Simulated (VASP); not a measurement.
# MgS in VASP: further runs

The runs below take MgS through single point, with PBE, r2SCAN.

All numbers are computed with VASP 6.6.1; they aren't measurements. Logs are shortened: lines on timing, memory, paths and dates and some standing lists are left out, and cuts for length are marked.

## 1. The cell of the first run

The structure is tetragonal, space group I4/mmm (No. 139). Conventional cell: a = 3.679 Å, b = 3.679 Å, c = 5.299 Å, α = 90.00°, β = 90.00°, γ = 90.00°. Mg (site symmetry 4/mmm) has 6 S at 2.60 to 2.65 Å within 3.4 Å. S (site symmetry 4/mmm) has 6 Mg at 2.60 to 2.65 Å within 3.4 Å.

## 2. Single point, PBE (uniaxial x strain +1.9%)

Input file INCAR:

```
PREC     = Accurate       # precision mode
ENCUT    = 520            # plane-wave cutoff, eV
EDIFF    = 1E-6           # SCF threshold, eV
ISMEAR   = -1             # smearing method
SIGMA    = 0.02           # smearing width, eV
LREAL    = False          # projectors in reciprocal space
LASPH    = True           # aspherical terms in the spheres
NELM     = 60             # most SCF steps
ALGO     = Normal         # electronic algorithm
ISIF     = 2              # what is computed and relaxed
LWAVE    = False          # write WAVECAR
LCHARG   = False          # write CHGCAR
GGA      = PE             # functional
NBANDS   = 11             # bands
```

Input file KPOINTS:

```
Automatic mesh
0
Gamma
  8 8 8
```

Input file POSCAR:

```
MgS
1.0
    0.0000000000      2.6015179370      2.6015179370
    2.6496460189      0.0000000000      2.6015179370
    2.6496460189      2.6015179370      0.0000000000
Mg S
1 1
Direct
    0.0000000000      0.0000000000      0.0000000000
    0.5000000000      0.5000000000      0.5000000000
```

Potentials or basis: VASP PAW PBE potentials, release 64 (Mg, S).

Run with:

```console
cat potpaw_PBE.64/Mg/POTCAR potpaw_PBE.64/S/POTCAR > POTCAR
mpirun -np 1 vasp_std > vasp.out
```

OUTCAR:

```text
PREC = Accurate
   ENCUT = 520
   EDIFF = 1E-6
   ISMEAR = -1
   LREAL = False
   LASPH = True
   NELM = 60
   ISIF = 2
   GGA = PE

 ion  position               nearest neighbor table
   1  0.000  0.000  0.000-   2 2.60   2 2.60   2 2.60   2 2.60   2 2.65   2 2.65
   2  0.500  0.500  0.500-   1 2.60   1 2.60   1 2.60   1 2.60   1 2.65   1 2.65

  LATTYP: Found a body centered tetragonal cell.
 ALAT       =     3.6791019493
 C/A-ratio  =     1.4403765133

  Lattice vectors:

 A1 = (   2.6496460189,   0.0000000000,   2.6015179370)
 A2 = (   2.6496460189,   0.0000000000,  -2.6015179370)
 A3 = (  -2.6496460189,   2.6015179370,   0.0000000000)

Analysis of symmetry for initial positions (statically):
=====================================================================
 Subroutine PRICEL returns:
 Original cell was already a primitive cell.

 Routine SETGRP: Setting up the symmetry group for a
 body centered tetragonal supercell.

 Subroutine GETGRP returns: Found 16 space group operations
 (whereof 16 operations were pure point group operations)
 out of a pool of 16 trial point group operations.

The static configuration has the point symmetry D_4h.

Analysis of symmetry for dynamics (positions and initial velocities):
=====================================================================
 Subroutine PRICEL returns:
 Original cell was already a primitive cell.

 Routine SETGRP: Setting up the symmetry group for a
 body centered tetragonal supercell.

 Subroutine GETGRP returns: Found 16 space group operations
 (whereof 16 operations were pure point group operations)
 out of a pool of 16 trial point group operations.

The dynamic configuration has the point symmetry D_4h.

 Subroutine INISYM returns: Found 16 space group operations
 (whereof 16 operations are pure point group operations),
 and found     1 'primitive' translations

----------------------------------------------------------------------------------------

                                     Primitive cell

  volume of cell :      35.8651

  direct lattice vectors                    reciprocal lattice vectors
     0.000000000  2.601517937  2.601517937    -0.188704452  0.192195484  0.192195484
     2.649646019  0.000000000  2.601517937     0.188704452 -0.192195484  0.192195484
     2.649646019  2.601517937  0.000000000     0.188704452  0.192195484 -0.192195484

  length of vectors
     3.679101949  3.713289593  3.713289593     0.330889073  0.330889073  0.330889073

[... 75 lines left out ...]
   LNONCOLLINEAR =      F non collinear calculations
   LSORBIT =      F    spin-orbit coupling
   LASPH  =      T    aspherical Exc in radial PAW
   ENCUT  =  520.0 eV  38.22 Ry    6.18 a.u.   6.84  6.90  6.90*2*pi/ulx,y,z
   NELM   =     60;   NELMIN=  2; NELMDL= -5     # of ELM steps
   EDIFF  = 0.1E-05   stopping-criterion for ELM
   LREAL  =      F    real-space projection
[... 7 lines left out ...]
   TEBEG  =    0.0;   TEEND  =   0.0 temperature during run
   PSTRESS=    0.0 pullay stress
   NELECT =       8.0000    total number of electrons
   NUPDOWN=      -1.0000    fix difference up-down
   EMIN   =  10.00;   EMAX   =-10.00  energy-range for DOS
   EFERMI =   0.00;   METHOD = LEGACY
   ISMEAR =    -1;   SIGMA  =   0.02  broadening in eV -4-tet -1-fermi 0-gaus
   EFERMI_NEDOS =   21; number of points for ismear=-14 and -15
   IALGO  =     38    algorithm
   IMIX   =      4    mixing-type and parameters
     AMIX     =   0.40;   BMIX     =  1.00
     AMIX_MAG =   1.60;   BMIX_MAG =  1.00
  volume/ion in A,a.u.               =      17.93       121.01
  Fermi-wavevector in a.u.,A,eV,Ry     =   0.992844  1.876203 13.411795  0.985739
  Thomas-Fermi vector in A             =   2.124684
   LORBIT       =      0    0 simple, 1 ext, 2 COOP (PROOUT), +10 PAW based schemes
   GGA     = PE    functional components
   LHFCALC =     F    Hartree Fock is set to
   AEXX    =    0.0000 exact exchange contribution
   IVDW    =     0    specifies the selected vdW correction
   LEPSILON=     F    determine dielectric tensor
   LRPA    =     F    only Hartree local field effects (RPA)
 non-spin polarized calculation
  energy-cutoff  :      520.00
  volume of cell :       35.87
 maximum number of plane-waves:       978
   NGX = 13   NGY = 13   NGZ = 13

 number of electron       8.0000000 magnetization

 Free energy of the ion-electron system (eV)
  ---------------------------------------------------
  ext. energy  EPLUGINS =         0.00000000
  ---------------------------------------------------
  free energy    TOTEN  =        -8.50035726 eV

  energy without entropy =       -8.50035726  energy(sigma->0) =       -8.50035726

 E-fermi :   4.0333     XC(G=0):  -9.6130

 val. band max:        3.6150162734   @ k =   0.0000   0.0000   0.0000
 cond. band min:       6.2719488076   @ k =   0.5000   0.5000   0.0000
 fundamental gap:      2.6569325343
 Fermi energy:         4.0333467590

 k-point     1 :       0.0000    0.0000    0.0000
  band No.  band energies     occupation
      1      -9.0011      2.00000
      2       3.5381      2.00000
      3       3.5381      2.00000
      4       3.6150      2.00000
      5       7.1326      0.00000
      6      11.4065      0.00000
      7      11.5943      0.00000
      8      11.5943      0.00000
      9      13.7666      0.00000
     10      14.0170      0.00000
     11      16.0622      0.00000
[... 309 lines left out ...]
 k-point    24 :       0.3750    0.1250    0.1250
  band No.  band energies     occupation
      1      -8.1869      2.00000
      2       0.2572      2.00000
      3       2.4135      2.00000
      4       3.2594      2.00000
      5       9.1610      0.00000
      6      10.6943      0.00000
      7      11.2581      0.00000
      8      11.5719      0.00000
      9      13.5090      0.00000
     10      16.1566      0.00000
     11      16.4180      0.00000

 [... further k-points ...]
[... 5 lines left out ...]
  --------------------------------------------------------------------------------------
  -------------------------------------------------------------------------------------
  Total       -0.3553999      0.0230516      0.0230516      0.0000000      0.0000000     -0.0000000
  in kB      -15.8765576      1.0297686      1.0297686      0.0000000      0.0000000     -0.0000000
  external PRESSURE =      -4.6056735 kB  Pullay stress =       0.0000000 kB

 VOLUME and BASIS-vectors are now :
 -----------------------------------------------------------------------------
  energy-cutoff  :      520.00
  volume of cell :       35.87
      direct lattice vectors                 reciprocal lattice vectors
     0.000000000  2.601517937  2.601517937    -0.188704452  0.192195484  0.192195484
     2.649646019  0.000000000  2.601517937     0.188704452 -0.192195484  0.192195484
     2.649646019  2.601517937  0.000000000     0.188704452  0.192195484 -0.192195484

 POSITION                                       TOTAL-FORCE (eV/Angst)
 -----------------------------------------------------------------------------------
      0.00000      0.00000      0.00000         0.000000      0.000000     -0.000000
      2.64965      2.60152      2.60152         0.000000      0.000000      0.000000
 -----------------------------------------------------------------------------------
    total drift:                                0.000000      0.000000      0.000000

  FREE ENERGIE OF THE ION-ELECTRON SYSTEM (eV)
  ---------------------------------------------------
  free  energy   TOTEN  =        -8.5003572584 eV

  energy  without entropy=       -8.5003572584  energy(sigma->0) =       -8.50035726
```

OSZICAR:

```text
N       E                     dE             d eps       ncg     rms          rms(c)
DAV:   1     0.226747733540E+02    0.22675E+02   -0.36302E+03  1330   0.592E+02
DAV:   2    -0.732210055473E+01   -0.29997E+02   -0.28490E+02  1670   0.102E+02
DAV:   3    -0.890369842794E+01   -0.15816E+01   -0.15780E+01  1609   0.241E+01
DAV:   4    -0.891393120685E+01   -0.10233E-01   -0.10232E-01  1553   0.233E+00
DAV:   5    -0.891401970912E+01   -0.88502E-04   -0.88501E-04  1639   0.219E-01    0.434E+00
DAV:   6    -0.854102157862E+01    0.37300E+00   -0.81576E-01  1484   0.353E+00    0.338E+00
DAV:   7    -0.850069996837E+01    0.40322E-01   -0.22096E-01  1555   0.202E+00    0.225E+00
DAV:   8    -0.850067529910E+01    0.24669E-04   -0.15734E-02  1460   0.754E-01    0.100E+00
DAV:   9    -0.850034710070E+01    0.32820E-03   -0.86834E-04  1530   0.168E-01    0.361E-01
DAV:  10    -0.850036112806E+01   -0.14027E-04   -0.26440E-04  1558   0.742E-02    0.484E-02
DAV:  11    -0.850035737119E+01    0.37569E-05   -0.21899E-05  1544   0.206E-02    0.212E-02
DAV:  12    -0.850035725842E+01    0.11277E-06   -0.82556E-07  1056   0.562E-03
   1 F= -.85003573E+01 E0= -.85003573E+01  d E =-.151942E-11
```

Run time: 32 s. Hardware: 1 thread of Intel Xeon 8259CL, shared host; peak memory 0.17 GiB.

Results:

```
Free energy            : -8.5004 eV
Pressure               : -0.5 GPa
Band gap on the k mesh : 2.66 eV (least direct gap 3.52 eV)
```

Stress tensor (GPa, compression positive):
```
-1.59  0.00  0.00
 0.00  0.10  0.00
 0.00  0.00  0.10
```

Caveat: the cell differs from its parent crystal (uniaxial x strain +1.9%).

## 3. Single point, PBE (epitaxial 111 strain -1.5%)

Input file INCAR:

```
  PREC = Accurate
  ENCUT = 520
  EDIFF = 1E-6
  ISMEAR = -1
  SIGMA = 0.02
  LREAL = False
  LASPH = True
  NELM = 60
  ALGO = Normal
  ISIF = 2
  LWAVE = False
  LCHARG = False
  GGA = PE
  NBANDS = 11
```

KPOINTS is that of step 2.

Input file POSCAR:

```
MgS
1.0
    0.0400633762      2.6015179370      2.6015179370
    2.6015179370      0.0400633762      2.6015179370
    2.6015179370      2.6015179370      0.0400633762
Mg S
1 1
Direct
    0.0000000000      0.0000000000      0.0000000000
    0.5000000000      0.5000000000      0.5000000000
```

Potentials or basis: VASP PAW PBE potentials, release 64 (Mg, S).

Run with:

```console
cat potpaw_PBE.64/Mg/POTCAR potpaw_PBE.64/S/POTCAR > POTCAR
mpirun -np 1 vasp_std > vasp.out
```

OUTCAR:

```text
PREC = Accurate
   ENCUT = 520
   EDIFF = 1E-6
   ISMEAR = -1
   LREAL = False
   LASPH = True
   NELM = 60
   ISIF = 2
   GGA = PE

 ion  position               nearest neighbor table
   1  0.000  0.000  0.000-   2 2.58   2 2.58   2 2.58   2 2.58   2 2.58   2 2.58
   2  0.500  0.500  0.500-   1 2.58   1 2.58   1 2.58   1 2.58   1 2.58   1 2.58

  LATTYP: Found a trigonal (rhomboedric) cell.
 ALAT       =     3.6793200768
 COS(alpha) =     0.5153388911

  Lattice vectors:

 A1 = (   0.0400633762,   2.6015179370,   2.6015179370)
 A2 = (   2.6015179370,   0.0400633762,   2.6015179370)
 A3 = (   2.6015179370,   2.6015179370,   0.0400633762)

Analysis of symmetry for initial positions (statically):
=====================================================================
 Subroutine PRICEL returns:
 Original cell was already a primitive cell.

 Routine SETGRP: Setting up the symmetry group for a
 trigonal (rhombohedral) supercell.

 Subroutine GETGRP returns: Found 12 space group operations
 (whereof 12 operations were pure point group operations)
 out of a pool of 12 trial point group operations.

The static configuration has the point symmetry D_3d.

Analysis of symmetry for dynamics (positions and initial velocities):
=====================================================================
 Subroutine PRICEL returns:
 Original cell was already a primitive cell.

 Routine SETGRP: Setting up the symmetry group for a
 trigonal (rhombohedral) supercell.

 Subroutine GETGRP returns: Found 12 space group operations
 (whereof 12 operations were pure point group operations)
 out of a pool of 12 trial point group operations.

The dynamic configuration has the point symmetry D_3d.

 Subroutine INISYM returns: Found 12 space group operations
 (whereof 12 operations are pure point group operations),
 and found     1 'primitive' translations

----------------------------------------------------------------------------------------

[... 113 lines left out ...]
  volume/ion in A,a.u.               =      17.20       116.07
  Fermi-wavevector in a.u.,A,eV,Ry     =   1.006741  1.902464 13.789874  1.013527
  Thomas-Fermi vector in A             =   2.139502
   LORBIT       =      0    0 simple, 1 ext, 2 COOP (PROOUT), +10 PAW based schemes
   GGA     = PE    functional components
   LHFCALC =     F    Hartree Fock is set to
   AEXX    =    0.0000 exact exchange contribution
   IVDW    =     0    specifies the selected vdW correction
   LEPSILON=     F    determine dielectric tensor
   LRPA    =     F    only Hartree local field effects (RPA)
 non-spin polarized calculation
  energy-cutoff  :      520.00
  volume of cell :       34.40
 maximum number of plane-waves:       942
   NGX = 13   NGY = 13   NGZ = 13

 number of electron       7.9999999 magnetization

 Free energy of the ion-electron system (eV)
  ---------------------------------------------------
  ext. energy  EPLUGINS =         0.00000000
  ---------------------------------------------------
  free energy    TOTEN  =        -8.48804348 eV

  energy without entropy =       -8.48804348  energy(sigma->0) =       -8.48804348

 E-fermi :   4.4655     XC(G=0):  -9.7859

 val. band max:        4.0132445748   @ k =   0.0000   0.0000   0.0000
 cond. band min:       6.7550668001   @ k =   0.5000   0.5000  -0.0000
 fundamental gap:      2.7418222253
 Fermi energy:         4.4654822627

 k-point     1 :       0.0000    0.0000    0.0000
  band No.  band energies     occupation
      1      -8.8641      2.00000
      2       3.7920      2.00000
      3       4.0132      2.00000
      4       4.0132      2.00000
      5       7.8227      0.00000
      6      11.6331      0.00000
      7      12.0109      0.00000
      8      12.0109      0.00000
      9      14.3189      0.00000
     10      14.3189      0.00000
     11      16.5070      0.00000
[... 309 lines left out ...]
 k-point    24 :       0.3750    0.1250    0.1250
  band No.  band energies     occupation
      1      -7.9989      2.00000
      2       0.5896      2.00000
      3       2.5900      2.00000
      4       3.6387      2.00000
      5       9.6669      0.00000
      6      11.0780      0.00000
      7      11.6965      0.00000
      8      12.3651      0.00000
      9      14.0596      0.00000
     10      16.5521      0.00000
     11      16.9940      0.00000

 [... further k-points ...]
[... 5 lines left out ...]
  --------------------------------------------------------------------------------------
  -------------------------------------------------------------------------------------
  Total        0.5993865      0.5993865      0.5993865     -0.1916267     -0.1916267     -0.1916267
  in kB       27.9161903     27.9161903     27.9161903     -8.9249374     -8.9249374     -8.9249374
  external PRESSURE =      27.9161903 kB  Pullay stress =       0.0000000 kB

 VOLUME and BASIS-vectors are now :
 -----------------------------------------------------------------------------
  energy-cutoff  :      520.00
  volume of cell :       34.40
      direct lattice vectors                 reciprocal lattice vectors
     0.040063376  2.601517937  2.601517937    -0.196693156  0.193710022  0.193710022
     2.601517937  0.040063376  2.601517937     0.193710022 -0.196693156  0.193710022
     2.601517937  2.601517937  0.040063376     0.193710022  0.193710022 -0.196693156

 POSITION                                       TOTAL-FORCE (eV/Angst)
 -----------------------------------------------------------------------------------
      0.00000      0.00000      0.00000        -0.000000     -0.000000      0.000000
      2.62155      2.62155      2.62155         0.000000      0.000000     -0.000000
 -----------------------------------------------------------------------------------
    total drift:                                0.000000      0.000000      0.000000

  FREE ENERGIE OF THE ION-ELECTRON SYSTEM (eV)
  ---------------------------------------------------
  free  energy   TOTEN  =        -8.4880434807 eV

  energy  without entropy=       -8.4880434807  energy(sigma->0) =       -8.48804348
```

OSZICAR:

```text
N       E                     dE             d eps       ncg     rms          rms(c)
DAV:   1     0.207322012183E+02    0.20732E+02   -0.35944E+03  1526   0.590E+02
DAV:   2    -0.756859856492E+01   -0.28301E+02   -0.26602E+02  1815   0.993E+01
DAV:   3    -0.887766318048E+01   -0.13091E+01   -0.13068E+01  1770   0.224E+01
DAV:   4    -0.888543343304E+01   -0.77703E-02   -0.77694E-02  1681   0.208E+00
DAV:   5    -0.888549667507E+01   -0.63242E-04   -0.63242E-04  1821   0.185E-01    0.452E+00
DAV:   6    -0.852803973299E+01    0.35746E+00   -0.75697E-01  1622   0.347E+00    0.354E+00
DAV:   7    -0.848809518228E+01    0.39945E-01   -0.21959E-01  1735   0.204E+00    0.232E+00
DAV:   8    -0.848831987817E+01   -0.22470E-03   -0.14506E-02  1592   0.729E-01    0.103E+00
DAV:   9    -0.848803166470E+01    0.28821E-03   -0.81436E-04  1643   0.166E-01    0.347E-01
DAV:  10    -0.848804664548E+01   -0.14981E-04   -0.22227E-04  1710   0.690E-02    0.406E-02
DAV:  11    -0.848804357017E+01    0.30753E-05   -0.20399E-05  1706   0.202E-02    0.194E-02
DAV:  12    -0.848804348066E+01    0.89510E-07   -0.71045E-07  1023   0.528E-03
   1 F= -.84880435E+01 E0= -.84880435E+01  d E =-.579352E-12
```

It took 37 s on 1 thread of Intel Xeon 8259CL, shared host; peak memory 0.17 GiB.

What came out:

```yaml
Free_energy: -8.4880 eV
Pressure: 2.8 GPa
Band_gap_on_the_k_mesh: 2.74 eV (least direct gap 3.81 eV)
```

Caveat: the cell differs from its parent crystal (epitaxial 111 strain -1.5%).

## 4. Single point, PBE (shear xy strain -5.9%)

Input file INCAR:

```
SYSTEM = MgS
ALGO = Normal
EDIFF = 1E-6
ENCUT = 520
GGA = PE
ISIF = 2
ISMEAR = -1
LASPH = .True.
LCHARG = .True.
LELF = .True.
LREAL = .False.
LVHAR = .True.
LWAVE = .False.
NBANDS = 11
NELM = 100
PREC = Accurate
SIGMA = 0.02
```

Input file KPOINTS:

```
k-points
0
Gamma
  8 8 8
  0 0 0
```

Input file POSCAR:

```
MgS
1.0
   -0.0762244756      2.6015179370      2.6015179370
    2.6015179370     -0.0762244756      2.6015179370
    2.5252934615      2.5252934615      0.0000000000
Mg S
1 1
Direct
    0.0000000000      0.0000000000      0.0000000000
    0.5000000000      0.5000000000      0.5000000000
```

Run with:

```console
cat potpaw_PBE.64/Mg/POTCAR potpaw_PBE.64/S/POTCAR > POTCAR
mpirun -np 1 vasp_std > vasp.out
```

Run time: 54 s. Hardware: 1 thread of Intel Xeon 8259CL, shared host; peak memory 0.18 GiB.

The run converged. Its results:

```yaml
Free_energy: -8.4809 eV
Pressure: 0.9 GPa
Band_gap_on_the_k_mesh: 2.37 eV (least direct gap 3.38 eV)
```

Stress tensor (GPa, compression positive):
```
1.04 3.24 0.00
3.24 1.04 0.00
0.00 0.00 0.74
```

Levels at points of the mesh, in eV from the valence-band top:
```
           k point  band 1  band 2  band 3  band 4  band 5  band 6  band 7  band 8  band 9
(0.00, 0.00, 0.00)  -12.95   -0.53   -0.29    0.00    3.38    7.20    7.74    8.19   10.07
(0.50, 0.00, 0.00)  -11.72   -5.21   -0.85   -0.60    4.45    6.70    7.07    9.84   11.79
(0.50, 0.50, 0.00)  -11.28   -4.48   -2.32   -1.58    2.37    4.26   11.72   12.59   13.01
(0.00, 0.00, 0.50)  -11.56   -5.02   -1.09   -0.89    4.05    6.24    6.62    9.76   11.90
(0.50, 0.00, 0.50)  -11.26   -4.47   -1.96   -1.95    2.50    4.12   11.46   12.44   13.10
```

Caveat: the cell differs from its parent crystal (shear xy strain -5.9%).

[end of part 1 of 2]
